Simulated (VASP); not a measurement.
Input of a VASP 6.6.1 run:

The input POSCAR:

```
Ir
1.0
    0.0000000000      2.7850764218      2.7850764218
    2.7850764218      0.0000000000      2.7850764218
    2.7850764218      2.7850764218      0.0000000000
Ir
2
Direct
    0.1250000000      0.1250000000      0.1250000000
    0.8750000000      0.8750000000      0.8750000000
```

File INCAR.step1:

```
PREC = Accurate
ENCUT = 520
EDIFF = 1E-5
ISMEAR = -1
SIGMA = 0.1
LREAL = False
LASPH = True
NELM = 100
ALGO = Normal
ISIF = 2
LWAVE = True
LCHARG = False
NBANDS = 16
GGA = PE
```

The input INCAR.step2:

```
PREC = Accurate
ENCUT = 520
EDIFF = 1E-7
ISMEAR = -1
SIGMA = 0.1
LREAL = False
LASPH = True
NELM = 100
ALGO = Normal
ISIF = 2
LWAVE = False
LCHARG = False
GGA = PE
LHFCALC = True
HFSCREEN = 0.2079
PRECFOCK = Normal
NBANDS = 16
ISTART = 1
```

Contents of KPOINTS:

```
Automatic mesh
0
Gamma
  5 5 5
```

Potentials or basis: VASP PAW PBE potentials, release 64 (Ir).

Command:

```sh
$ cat potpaw_PBE.64/Ir/POTCAR > POTCAR
$ cp INCAR.step1 INCAR
$ mpirun -np 1 vasp_std > vasp.out
$ cp INCAR.step2 INCAR
$ mpirun -np 1 vasp_std > vasp.out
```

**Question.** Predict the band gap on the k mesh.

**Answer.** Zero (bands 9 and 10 overlap by 1.31 eV).

**Question.** Predict the pressure.

**Answer.** -6.6 GPa.

Caveat: the k points lie up to 0.39 Å⁻¹ apart, too coarse for converged energies and pressures of a metal; the PAW data sets were made with another functional, which shifts forces and pressure a little; spin-orbit coupling is left out, which moves the levels of the heavy elements.
